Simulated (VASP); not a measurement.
Si3W2:

```
CELL_PARAMETERS angstrom
2.57356 -2.75316 0.00000
2.57356 2.75316 0.00000
0.00000 0.00000 6.27713
ATOMIC_POSITIONS crystal
Si 0.00000 0.50000 0.50000
Si 0.50000 0.00000 0.50000
Si 0.00000 0.00000 0.50000
W 0.00000 0.50000 0.00000
W 0.50000 0.00000 0.00000
```

The cell was generated, and may not be a known phase.

| Quantity | Value |
| --- | --- |
| Program | VASP 6.6.1 |
| Task | relaxation of cell and atoms |
| Functional | PBE |
| Potentials or basis | VASP PAW PBE potentials, release 64 (Si, W_sv) |
| Cutoff | 600 eV |
| k mesh | 4 × 4 × 4 |
| Occupations | gaussian, width 0.1 eV |
| Spin | no spin polarisation |

At the start: pressure 32.3 GPa; volume 17.79 Å³/atom.

Question: Where does the relaxation end?

Answer: Over 26 steps the energy falls by 1454.6 meV/atom and the volume is 19.55 Å³/atom (+9.9 %); space group Cmmm (No. 65, to 0.1 Å) before and after.

The path:
```tsv
step	energy change (eV)	largest force (eV/Å)	pressure (GPa)	volume (Å³)
1	0.0000	0.0000	32.30	88.95
2	-2.9942	0.0000	-19.40	135.72
3	-4.3233	0.0000	-13.19	112.65
4	-4.3233	0.0000	-12.63	111.91
5	-6.5241	0.0000	-0.48	94.37
6	-6.5271	0.0000	-1.19	94.82
7	-6.5258	0.0000	-1.71	95.17
8	-6.5849	0.0000	0.50	93.33
9	-6.6074	0.0000	2.34	91.94
10	-6.6386	0.0000	2.47	91.87
11	-6.7468	0.0000	2.97	91.58
12	-6.9572	0.0000	5.49	90.75
13	-6.4750	0.0000	17.38	88.08
14	-7.0066	0.0000	7.48	90.25
15	-7.0007	0.0000	8.79	89.93
16	-7.0338	0.0000	8.44	90.49
17	-7.0713	0.0000	7.69	92.07
18	-7.1284	0.0000	6.12	93.03
19	-7.2355	0.0000	1.90	95.96
20	-7.2011	0.0000	-4.78	101.96
21	-7.2590	0.0000	-1.04	98.34
22	-7.2590	0.0000	-0.89	98.21
23	-7.2658	0.0000	-0.65	98.08
24	-7.2730	0.0000	-0.07	97.78
25	-7.2731	0.0000	-0.01	97.74
26	-7.2731	0.0000	-0.02	97.75
```

Final structure:
```
Si W
1.0
     2.65346   -3.78477    0.00000
     2.65346    3.78477    0.00000
     0.00000    0.00000    4.86690
Si W
3 2
Cartesian
  1.3267 1.8924 2.4334
  1.3267 -1.8924 2.4334
  0.0000 0.0000 2.4334
  1.3267 1.8924 0.0000
  1.3267 -1.8924 0.0000
```

Caveat: the k points lie up to 0.36 Å⁻¹ apart in the final cell, too coarse for converged energies and pressures of a metal; a cell axis changed by over 15 % at a fixed basis, so the end point is rough.
